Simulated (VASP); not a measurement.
Here is a VASP 6.6.1 calculation.

Contents of INCAR:

```
SYSTEM = ZrGeIr
PREC = Accurate
ENCUT = 410
EDIFF = 1E-6
ISMEAR = -1
SIGMA = 0.05
LREAL = Auto
LASPH = .TRUE.
NELM = 120
ALGO = Normal
ISIF = 2
LWAVE = .FALSE.
LCHARG = .FALSE.
GGA = PS
NBANDS = 138
ISYM = -1
GGA_COMPAT = .FALSE.
```

File KPOINTS:

```
explicit points
1
Reciprocal
  0.25000000   0.25000000   0.25000000 1
```

The input POSCAR:

```
ZrGeIr
1.0
    7.6545470000      0.2839950000     -0.0721760000
    0.2839950000      7.2242080000     -0.0962080000
   -0.0721760000     -0.0962080000      7.2686380000
Zr Ge Ir
7 7 7
Direct
    0.3999246405      0.5980973805      0.5506764422
    0.9839135512      0.0552532773      0.0951864368
    0.8405364275      0.3679026793      0.7947532589
    0.9481979003      0.7050261098      0.5494524949
    0.2728340078      0.3244744928      0.9164385555
    0.2807629194      0.9512221079      0.6907598812
    0.0627695586      0.2725635689      0.4555146716
    0.5048832807      0.6514052023      0.9185826626
    0.6278228929      0.2792234788      0.0937141563
    0.0210477224      0.4879844295      0.1534016615
    0.7055086769      0.4438521199      0.4315022868
    0.4213542921      0.1729442147      0.3452882486
    0.2032334580      0.8055558077      0.2940295680
    0.6362079609      0.8493076263      0.2368496180
    0.1644423944      0.7118902415      0.9029498141
    0.7912684814      0.0871120509      0.4133530202
    0.8492661256      0.7124853234      0.9806825460
    0.5942416438      0.9741621445      0.9029978074
    0.3759888833      0.5257390576      0.1945500212
    0.5126668179      0.2115116004      0.6516777075
    0.9198922765      0.9851563534      0.7365626225
```

Potentials or basis: VASP PAW PBE potentials, release 64 (Zr_sv, Ge_d, Ir).

Command:

```console
$ cat potpaw_PBE.64/Zr_sv/POTCAR potpaw_PBE.64/Ge_d/POTCAR potpaw_PBE.64/Ir/POTCAR > POTCAR
$ mpirun -np 1 vasp_std > vasp.out
```

Q: What does it give for the largest force?

A: 2.329 eV/Å.

Q: Predict the pressure.

A: -2.7 GPa.

Q: Predict the band gap on the k mesh.

A: Zero (an odd number of electrons rules out a gap without spin polarisation).

Stress tensor (GPa, compression positive):
```
-5.23  0.59 -1.13
 0.59 -1.39  1.82
-1.13  1.82 -1.44
```

Caveat: the atoms stand as in a frame of molecular dynamics; the PAW data sets were made with another functional, which shifts forces and pressure a little; spin-orbit coupling is left out, which moves the levels of the heavy elements.
